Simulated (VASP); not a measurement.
# HCl: single point with LDA

The system is HCl.

```
CELL_PARAMETERS angstrom
-1.80378 1.80357 2.49537
1.80378 -1.80357 2.49537
1.80378 1.80357 -2.49537
ATOMIC_POSITIONS crystal
H 0.70297 0.70297 0.00000
Cl 0.96503 0.96503 0.00000
```

```yaml
Program: VASP 6.6.1
Task: single point
Functional: LDA
Potentials_or_basis: VASP PAW LDA potentials, release 64 (H, Cl)
Cutoff: 520 eV
k_mesh: 10 × 10 × 10
Occupations: gaussian, width 0.02 eV
Spin: no spin polarisation
Dipole_correction: no
Further_INCAR_settings: ALGO = Normal; EDIFF = 1e-07; NBANDS = 11
```

- Pressure: -0.3 GPa
- Largest force: 0.083 eV/Å
- Band gap on the k mesh: 4.56 eV (least direct gap 4.78 eV)

Forces on the atoms (eV/Å):
```
H    0.000  0.000  0.083
Cl   0.000  0.000 -0.083
```

Stress tensor (GPa, compression positive):
```
-0.13  0.00  0.00
 0.00 -0.12  0.00
 0.00  0.00 -0.63
```

Levels at points of the mesh, in eV from the valence-band top:
```csv
k point,band 1,band 2,band 3,band 4,band 5,band 6,band 7,band 8
"(0.00, 0.00, 0.00)",-14.75,-3.52,0.00,0.00,4.78,10.81,11.70,11.71
"(0.50, 0.00, 0.00)",-14.09,-5.15,-1.45,-0.39,6.83,8.80,11.53,11.70
"(0.00, 0.50, 0.00)",-14.09,-5.15,-1.45,-0.39,6.83,8.80,11.53,11.70
"(0.50, 0.50, 0.00)",-13.94,-4.44,-2.67,-0.83,5.06,8.34,13.76,13.97
"(0.50, 0.50, 0.50)",-13.76,-5.80,-1.09,-1.09,4.56,9.05,13.45,17.25
```

Wall time 32 s on 1 thread of Intel(R) Xeon(R) Platinum 8488C (Sapphire Rapids), on a shared host, peak memory 0.17 GiB.

A k mesh can miss the band edges.
